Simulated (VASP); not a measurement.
PbS, 2 atoms in the cell. The structure is cubic, space group Fm-3m (No. 225). The conventional cell has a = 5.809 Å, b = 5.809 Å, c = 5.809 Å, α = 90.00°, β = 90.00°, γ = 90.00°. Within 3.8 Å of Pb (site symmetry m-3m) lie 6 S at 2.90 Å. S (site symmetry m-3m) has 6 Pb at 2.90 Å within 3.8 Å.  This cell differs from its parent crystal: volume scaled by 0.94.

| Item | Value |
| --- | --- |
| Program | VASP 6.6.1 |
| Task | single point |
| Functional | LDA |
| Potentials or basis | VASP PAW LDA potentials, release 64 (Pb_d, S) |
| Cutoff | 520 eV |
| k mesh | 8 × 8 × 8 |
| Occupations | fermi-dirac, width 0.01 eV |
| Spin | no spin polarisation |
| Dipole correction | no |
| Further INCAR settings | ALGO = Normal; EDIFF = 1e-06; NBANDS = 17 |

Potentials or basis: VASP PAW LDA potentials, release 64 (Pb_d, S).

The run is started by

```bash
$ cat potpaw_LDA.64/Pb_d/POTCAR potpaw_LDA.64/S/POTCAR > POTCAR
$ mpirun -np 1 vasp_std > vasp.out
```

Hardware: 1 thread of Intel Xeon 6975P-C, with other jobs on the host.

Q: How long does it take, and how much memory?

A: It took 14 s on 1 thread of Intel Xeon 6975P-C, with other jobs on the host, peak memory 0.16 GiB. Counts: scf iterations 12, k points 29.
